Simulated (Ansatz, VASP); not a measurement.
## Pt: VASP beside Ansatz

Contents of INCAR:

```
SYSTEM = Pt
PREC = Accurate
ENCUT = 520
EDIFF = 1E-6
ISMEAR = 0
SIGMA = 0.15
LREAL = .False.
LASPH = .True.
NELM = 100
ALGO = Fast
ISIF = 2
LWAVE = .False.
LCHARG = .False.
GGA = PS
NBANDS = 11
```

File KPOINTS:

```
regular mesh
0
Gamma
  20 20 20
  0 0 0
```

File POSCAR:

```
Pt
1.0
    0.0000000000      1.9089525000      2.0068475000
    1.9089525000      0.0000000000      2.0068475000
    1.9089525000      1.9089525000      0.0000000000
Pt
1
Direct
    0.0000000000      0.0000000000      0.0000000000
```

Input for Ansatz:

```yaml
crystal:
  lattice:
    - [0.0, 1.9089525, 2.0068475]
    - [1.9089525, 0.0, 2.0068475]
    - [1.9089525, 1.9089525, 0.0]
  atoms:
    - { symbol: Pt, position: [0.0, 0.0, 0.0] }
basis:
  ecutwfc: 420
kpoints:
  mp_grid: { grid: [20, 20, 20] }
hamiltonian:
  xc: pbesol
scf:
  occupations: { method: gaussian, width: 0.15 }
output:
  forces: true
  stress: true
  eigenvalues: true
```

Change from the starting cell: strain -0.025 along x and y, +0.025 along z, atoms carried along.

Alike in both runs: task single point; functional PBEsol; k mesh 20 × 20 × 20; occupations gaussian, width 0.15 eV; no spin polarisation.

```csv
,VASP,Ansatz
version,VASP 6.6.1,Ansatz 0.2.0
potentials or method,"VASP PAW PBE potentials, release 64 (Pt), cutoff 520 eV","scalar-relativistic, plane waves, PAW"
valence electrons in the cell,10,18
```

|  | VASP | Ansatz | Ansatz less VASP |
| --- | --- | --- | --- |
| gap on the k mesh at the Fermi level (eV) | none | none | - |
| pressure (GPa) | 8.6 | 9.0 | +0.39 |
| traceless stress, the component that is largest in VASP (GPa) | -4.63 | -4.65 | -0.019 |

VASP's potentials were made for PBE, not for PBEsol. A gap of «none» marks a metal or a gap that the smearing closes. With one functional, cell and mesh, what is left measures potentials, basis and numerics. VASP's potentials hold 10 valence electrons a cell and Ansatz's 18, so a difference there can come from the potentials and not from the codes.

Spin-orbit coupling is off throughout.
